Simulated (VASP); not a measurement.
Here is a VASP 6.6.1 calculation.

File POSCAR:

```
CuCl
1.0
    0.0000000000      2.6918115325      2.6918115325
    2.6918115325      0.0000000000      2.6918115325
    2.6918115325      2.6918115325      0.0000000000
Cu Cl
1 1
Direct
    0.0000000000      0.0000000000      0.0000000000
    0.2500000000      0.2500000000      0.2500000000
```

The input INCAR.step1:

```
SYSTEM = CuCl
PREC     = Accurate       ! precision mode
ENCUT    = 520            ! plane-wave cutoff, eV
EDIFF    = 1E-5           ! SCF threshold, eV
ISMEAR   = -1             ! smearing method
SIGMA    = 0.05           ! smearing width, eV
LREAL    = .False.        ! projectors in reciprocal space
LASPH    = .True.         ! aspherical terms in the spheres
NELM     = 120            ! most SCF steps
ALGO     = Normal         ! electronic algorithm
ISIF     = 2              ! what is computed and relaxed
LWAVE    = .True.         ! write WAVECAR
LCHARG   = .False.        ! write CHGCAR
GGA      = PE             ! functional
NBANDS   = 16             ! bands
GGA_COMPAT= .False.
```

File INCAR.step2:

```
SYSTEM = CuCl
PREC     = Accurate       ! precision mode
ENCUT    = 520            ! plane-wave cutoff, eV
EDIFF    = 1E-6           ! SCF threshold, eV
ISMEAR   = -1             ! smearing method
SIGMA    = 0.05           ! smearing width, eV
LREAL    = .False.        ! projectors in reciprocal space
LASPH    = .True.         ! aspherical terms in the spheres
NELM     = 120            ! most SCF steps
ALGO     = Normal         ! electronic algorithm
ISIF     = 2              ! what is computed and relaxed
LWAVE    = .False.        ! write WAVECAR
LCHARG   = .False.        ! write CHGCAR
GGA      = PE             ! functional
LHFCALC  = .True.         ! exact exchange
HFSCREEN = 0.2079         ! screening, 1/A
PRECFOCK = Normal       
ISTART   = 1            
NBANDS   = 16             ! bands
GGA_COMPAT= .False.
```

The input KPOINTS:

```
Automatic mesh
0
Gamma
  4 4 4
  0 0 0
```

Potentials or basis: VASP PAW PBE potentials, release 64 (Cu, Cl).

The run is started by

```sh
$ cat potpaw_PBE.64/Cu/POTCAR potpaw_PBE.64/Cl/POTCAR > POTCAR
$ cp INCAR.step1 INCAR
$ mpirun -np 1 vasp_std > vasp.out
$ cp INCAR.step2 INCAR
$ mpirun -np 1 vasp_std > vasp.out
```

(1) What does it give for the pressure?

(2) Predict the band gap on the k mesh.

Answers

(1) 1.6 GPa.

(2) 2.36 eV.

Caveat: the k points lie up to 0.51 Å⁻¹ apart; the PAW data sets were made with another functional, which shifts forces and pressure a little.
